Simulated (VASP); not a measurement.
# C (Fd-3m) in VASP: further runs

Runs on C. Level: PBE. Tasks: single point.

All numbers are computed with VASP 6.6.1; they aren't measurements. Logs are shortened: lines on timing, memory, paths and dates and some standing lists are left out, and cuts for length are marked.

### 1 The cell of the first run

It takes space group Fd-3m (No. 227, cubic). Conventional cell: a = 3.521 Å, b = 3.521 Å, c = 3.521 Å, α = 90.00°, β = 90.00°, γ = 90.00°. C (site symmetry -43m) has 4 C at 1.52 Å within 2.0 Å.

### 2 Single point, PBE

INCAR reads:

```
SYSTEM = C
  ALGO = Normal
  EDIFF = 1E-6
  ENCUT = 600
  GGA = PE
  GGA_COMPAT = .FALSE.
  ISIF = 2
  ISMEAR = -1
  LASPH = .TRUE.
  LCHARG = .FALSE.
  LREAL = .FALSE.
  LWAVE = .FALSE.
  NBANDS = 11
  NELM = 120
  PREC = Accurate
  SIGMA = 0.05
```

KPOINTS reads:

```
k-points
0
G
  10 10 10
  0 0 0
```

POSCAR reads:

```
C
1.0
    0.0000000000      1.7606348126      1.7606348126
    1.7606348126      0.0000000000      1.7606348126
    1.7606348126      1.7606348126      0.0000000000
C
2
Direct
    0.0000000000      0.0000000000      0.0000000000
    0.2500000000      0.2500000000      0.2500000000
```

Potentials or basis: VASP PAW PBE potentials, release 64 (C).

Run with:

```bash
cat potpaw_PBE.64/C/POTCAR > POTCAR
mpirun -np 1 vasp_std > vasp.out
```

OUTCAR:

```text
SYSTEM = C
   EDIFF = 1E-6
   ENCUT = 600
   GGA = PE
   ISIF = 2
   ISMEAR = -1
   LASPH = .TRUE.
   LREAL = .FALSE.
   NELM = 120
   PREC = Accurate

 ion  position               nearest neighbor table
   1  0.000  0.000  0.000-   2 1.52   2 1.52   2 1.52   2 1.52
   2  0.250  0.250  0.250-   1 1.52   1 1.52   1 1.52   1 1.52

  LATTYP: Found a face centered cubic cell.
 ALAT       =     3.5212696252

  Lattice vectors:

 A1 = (   0.0000000000,   1.7606348126,   1.7606348126)
 A2 = (   1.7606348126,   0.0000000000,   1.7606348126)
 A3 = (   1.7606348126,   1.7606348126,   0.0000000000)

Analysis of symmetry for initial positions (statically):
=====================================================================
 Subroutine PRICEL returns:
 Original cell was already a primitive cell.

 Routine SETGRP: Setting up the symmetry group for a
 face centered cubic supercell.

 Subroutine GETGRP returns: Found 48 space group operations
 (whereof 24 operations were pure point group operations)
 out of a pool of 48 trial point group operations.

The static configuration has the point symmetry T_d .
 The point group associated with its full space group is O_h .

Analysis of symmetry for dynamics (positions and initial velocities):
=====================================================================
 Subroutine PRICEL returns:
 Original cell was already a primitive cell.

 Routine SETGRP: Setting up the symmetry group for a
 face centered cubic supercell.

 Subroutine GETGRP returns: Found 48 space group operations
 (whereof 24 operations were pure point group operations)
 out of a pool of 48 trial point group operations.

The dynamic configuration has the point symmetry T_d .
 The point group associated with its full space group is O_h .

 Subroutine INISYM returns: Found 48 space group operations
 (whereof 24 operations are pure point group operations),
 and found     1 'primitive' translations

----------------------------------------------------------------------------------------

                                     Primitive cell

  volume of cell :      10.9154

  direct lattice vectors                    reciprocal lattice vectors
     0.000000000  1.760634813  1.760634813    -0.283988478  0.283988478  0.283988478
     1.760634813  0.000000000  1.760634813     0.283988478 -0.283988478  0.283988478
     1.760634813  1.760634813  0.000000000     0.283988478  0.283988478 -0.283988478

  length of vectors
     2.489913630  2.489913630  2.489913630     0.491882472  0.491882472  0.491882472

  position of ions in fractional coordinates (direct lattice)
     0.000000000  0.000000000  0.000000000
     0.250000000  0.250000000  0.250000000

  ion indices of the primitive-cell ions
   primitive index   ion index
                 1           1
                 2           2

----------------------------------------------------------------------------------------

 KPOINTS: k-points

Automatic generation of k-mesh.
 Grid dimensions read from file:
 generate k-points for:   10   10   10

 Generating k-lattice:

  Cartesian coordinates                     Fractional coordinates (reciprocal lattice)
    -0.028398848  0.028398848  0.028398848     0.100000000  0.000000000  0.000000000
     0.028398848 -0.028398848  0.028398848     0.000000000  0.100000000  0.000000000
     0.028398848  0.028398848 -0.028398848     0.000000000  0.000000000  0.100000000

  Length of vectors
     0.049188247  0.049188247  0.049188247

  Shift w.r.t. Gamma in fractional coordinates (k-lattice)
     0.000000000  0.000000000  0.000000000

 Subroutine IBZKPT returns following result:
 ===========================================

 Found     47 irreducible k-points:

 Following reciprocal coordinates:
            Coordinates               Weight
  0.000000  0.000000  0.000000      1.000000
  0.100000  0.000000  0.000000      8.000000
  0.200000  0.000000  0.000000      8.000000
  0.300000  0.000000  0.000000      8.000000
  0.400000  0.000000  0.000000      8.000000
  0.500000  0.000000  0.000000      4.000000
[... 16 lines left out ...]
  0.300000  0.300000  0.000000      6.000000
  0.400000  0.300000  0.000000     24.000000
 [... further k-points ...]
   k-points           NKPTS =     47   k-points in BZ     NKDIM =     47   number of bands    NBANDS=     11
   number of dos      NEDOS =    301   number of ions     NIONS =      2
   total plane-waves  NPLWV =   8000
   dimension x,y,z NGX =    20 NGY =   20 NGZ =   20
   dimension x,y,z NGXF=    40 NGYF=   40 NGZF=   40
   ions per type =               2
   NGX,Y,Z   is equivalent  to a cutoff of  13.35, 13.35, 13.35 a.u.
   NGXF,Y,Z  is equivalent  to a cutoff of  26.71, 26.71, 26.71 a.u.
 SYSTEM =  C
   PREC   = accura    normal or accurate (medium, high low for compatibility)
   ISTART =      0    job   : 0-new  1-cont  2-samecut
   ICHARG =      2    charge: 1-file 2-atom 10-const
   ISPIN  =      1    spin polarized calculation?
   LNONCOLLINEAR =      F non collinear calculations
   LSORBIT =      F    spin-orbit coupling
   LASPH  =      T    aspherical Exc in radial PAW
   ENCUT  =  600.0 eV  44.10 Ry    6.64 a.u.   4.97  4.97  4.97*2*pi/ulx,y,z
   NELM   =    120;   NELMIN=  2; NELMDL= -5     # of ELM steps
   EDIFF  = 0.1E-05   stopping-criterion for ELM
   LREAL  =      F    real-space projection
   EDIFFG = 0.1E-04   stopping-criterion for IOM
   NSW    =      0    number of steps for IOM
   IBRION =     -1    ionic relax: 0-MD 1-quasi-New 2-CG
   NFREE  =      0    steps in history (QN), initial steepest desc. (CG)
   ISIF   =      2    stress and relaxation
   ISYM   =      2    0-nonsym 1-usesym 2-fastsym
   POTIM  = 0.5000    time-step for ionic-motion
   TEBEG  =    0.0;   TEEND  =   0.0 temperature during run
   PSTRESS=    0.0 pullay stress
   NELECT =       8.0000    total number of electrons
   NUPDOWN=      -1.0000    fix difference up-down
   EMIN   =  10.00;   EMAX   =-10.00  energy-range for DOS
   EFERMI =   0.00;   METHOD = LEGACY
   ISMEAR =    -1;   SIGMA  =   0.05  broadening in eV -4-tet -1-fermi 0-gaus
   EFERMI_NEDOS =   21; number of points for ismear=-14 and -15
   IALGO  =     38    algorithm
   IMIX   =      4    mixing-type and parameters
     AMIX     =   0.40;   BMIX     =  1.00
     AMIX_MAG =   1.60;   BMIX_MAG =  1.00
  volume/ion in A,a.u.               =       5.46        36.83
  Fermi-wavevector in a.u.,A,eV,Ry     =   1.476020  2.789273 29.642125  2.178635
  Thomas-Fermi vector in A             =   2.590598
   LORBIT       =      0    0 simple, 1 ext, 2 COOP (PROOUT), +10 PAW based schemes
   GGA     = PE    functional components
   LHFCALC =     F    Hartree Fock is set to
   AEXX    =    0.0000 exact exchange contribution
   IVDW    =     0    specifies the selected vdW correction
   LEPSILON=     F    determine dielectric tensor
   LRPA    =     F    only Hartree local field effects (RPA)
 non-spin polarized calculation
  energy-cutoff  :      600.00
  volume of cell :       10.92
 maximum number of plane-waves:       373
   NGX =  9   NGY =  9   NGZ =  9

 number of electron       7.9999999 magnetization

 Free energy of the ion-electron system (eV)
  ---------------------------------------------------
  ext. energy  EPLUGINS =         0.00000000
  ---------------------------------------------------
  free energy    TOTEN  =       -18.15954533 eV

  energy without entropy =      -18.15954533  energy(sigma->0) =      -18.15954533

 E-fermi :  11.2931     XC(G=0): -13.4448

 val. band max:       10.2934230583   @ k =   0.0000   0.0000   0.0000
 cond. band min:      14.5460421213   @ k =   0.4000   0.4000   0.0000
 fundamental gap:      4.2526190630
 Fermi energy:        11.2931167429

 k-point     1 :       0.0000    0.0000    0.0000
  band No.  band energies     occupation
      1     -11.7075      2.00000
      2      10.2934      2.00000
      3      10.2934      2.00000
      4      10.2934      2.00000
      5      15.9898      0.00000
      6      15.9898      0.00000
      7      15.9898      0.00000
      8      24.5181      0.00000
      9      30.0888      0.00000
     10      37.2567      0.00000
     11      37.2567      0.00000

 k-point     2 :       0.1000    0.0000    0.0000
  band No.  band energies     occupation
      1     -11.4234      2.00000
      2       8.5659      2.00000
      3       9.8276      2.00000
      4       9.8276      2.00000
      5      16.6013      0.00000
      6      16.6013      0.00000
      7      16.9973      0.00000
      8      24.7115      0.00000
      9      30.5389      0.00000
     10      34.6463      0.00000
     11      34.6463      0.00000

 k-point     3 :       0.2000    0.0000    0.0000
  band No.  band energies     occupation
      1     -10.5758      2.00000
      2       5.2726      2.00000
      3       8.9181      2.00000
      4       8.9181      2.00000
      5      17.7718      0.00000
      6      17.7718      0.00000
      7      18.3290      0.00000
      8      25.2391      0.00000
      9      31.3103      0.00000
     10      33.0942      0.00000
     11      33.0942      0.00000

 k-point     4 :       0.3000    0.0000    0.0000
  band No.  band energies     occupation
      1      -9.1838      2.00000
      2       1.7821      2.00000
      3       8.1007      2.00000
      4       8.1007      2.00000
      5      18.6067      0.00000
      6      18.6067      0.00000
      7      19.1433      0.00000
      8      25.8657      0.00000
      9      31.6724      0.00000
     10      33.3978      0.00000
     11      33.3978      0.00000

 k-point     5 :       0.4000    0.0000    0.0000
  band No.  band energies     occupation
      1      -7.3128      2.00000
      2      -1.4441      2.00000
      3       7.5727      2.00000
      4       7.5727      2.00000
      5      18.8842      0.00000
      6      18.8842      0.00000
      7      19.5472      0.00000
      8      26.2494      0.00000
      9      32.1992      0.00000
     10      35.2753      0.00000
     11      35.2753      0.00000
[... 211 lines left out ...]
 k-point    21 :      -0.3000    0.2000    0.0000
  band No.  band energies     occupation
      1      -7.0283      2.00000
      2       0.3556      2.00000
      3       3.4959      2.00000
      4       7.1890      2.00000
      5      18.4689      0.00000
      6      20.3798      0.00000
      7      22.4574      0.00000
      8      25.2755      0.00000
      9      30.5191      0.00000
     10      31.7388      0.00000
     11      35.7326      0.00000

 k-point    22 :      -0.2000    0.2000    0.0000
  band No.  band energies     occupation
      1      -8.7235      2.00000
      2       3.1552      2.00000
      3       4.0733      2.00000
      4       8.2355      2.00000
      5      18.9913      0.00000
      6      19.1308      0.00000
      7      21.1176      0.00000
      8      24.5124      0.00000
      9      30.5745      0.00000
     10      31.7742      0.00000
     11      34.9269      0.00000

 k-point    23 :       0.3000    0.3000    0.0000
  band No.  band energies     occupation
      1      -8.3472      2.00000
      2       4.1298      2.00000
      3       5.2183      2.00000
      4       5.2183      2.00000
      5      14.6198      0.00000
      6      19.1419      0.00000
      7      23.8021      0.00000
      8      23.8021      0.00000
      9      31.8896      0.00000
     10      33.7420      0.00000
     11      41.5775      0.00000

 k-point    24 :       0.4000    0.3000    0.0000
  band No.  band energies     occupation
      1      -6.9908      2.00000
      2       2.0928      2.00000
      3       4.0919      2.00000
      4       4.7319      2.00000
      5      15.1887      0.00000
      6      18.4597      0.00000
      7      24.8238      0.00000
      8      24.9170      0.00000
      9      32.7906      0.00000
     10      33.7987      0.00000
     11      41.6536      0.00000

 [... further k-points ...]
[... 5 lines left out ...]
  --------------------------------------------------------------------------------------
  -------------------------------------------------------------------------------------
  Total        1.3649437      1.3649437      1.3649437      0.0000000      0.0000000     -0.0000000
  in kB      200.3491409    200.3491409    200.3491409      0.0000000      0.0000000     -0.0000000
  external PRESSURE =     200.3491409 kB  Pullay stress =       0.0000000 kB

 VOLUME and BASIS-vectors are now :
 -----------------------------------------------------------------------------
  energy-cutoff  :      600.00
  volume of cell :       10.92
      direct lattice vectors                 reciprocal lattice vectors
     0.000000000  1.760634813  1.760634813    -0.283988478  0.283988478  0.283988478
     1.760634813  0.000000000  1.760634813     0.283988478 -0.283988478  0.283988478
     1.760634813  1.760634813  0.000000000     0.283988478  0.283988478 -0.283988478

 POSITION                                       TOTAL-FORCE (eV/Angst)
 -----------------------------------------------------------------------------------
      0.00000      0.00000      0.00000         0.000000      0.000000      0.000000
      0.88032      0.88032      0.88032        -0.000000     -0.000000     -0.000000
 -----------------------------------------------------------------------------------
    total drift:                                0.000000      0.000000      0.000000

  FREE ENERGIE OF THE ION-ELECTRON SYSTEM (eV)
  ---------------------------------------------------
  free  energy   TOTEN  =       -18.1595453279 eV

  energy  without entropy=      -18.1595453279  energy(sigma->0) =      -18.15954533
```

It used 4.6 s of CPU time on 1 thread of AMD EPYC 9R45 (Zen 5), on a shared host.

What came out:

```yaml
Free_energy: -18.1595 eV
Pressure: 20.0 GPa
Band_gap_on_the_k_mesh: 4.25 eV, indirect (least direct gap 5.70 eV)
```

Levels at points of the mesh, in eV from the valence-band top:
```
           k point  band 1  band 2  band 3  band 4  band 5  band 6  band 7  band 8  band 9
(0.00, 0.00, 0.00)  -22.00    0.00    0.00    0.00    5.70    5.70    5.70   14.22   19.80
(0.50, 0.00, 0.00)  -16.00  -13.81   -2.90   -2.90    8.62    8.62    9.38   16.05   22.45
(0.50, 0.50, 0.00)  -13.04  -13.04   -6.54   -6.54    4.84    4.84   17.40   17.40   23.96
```

A k mesh can miss the band edges. As with any semilocal functional, this PBE gap is likely too small.

(Continued in part 2 of 2.)
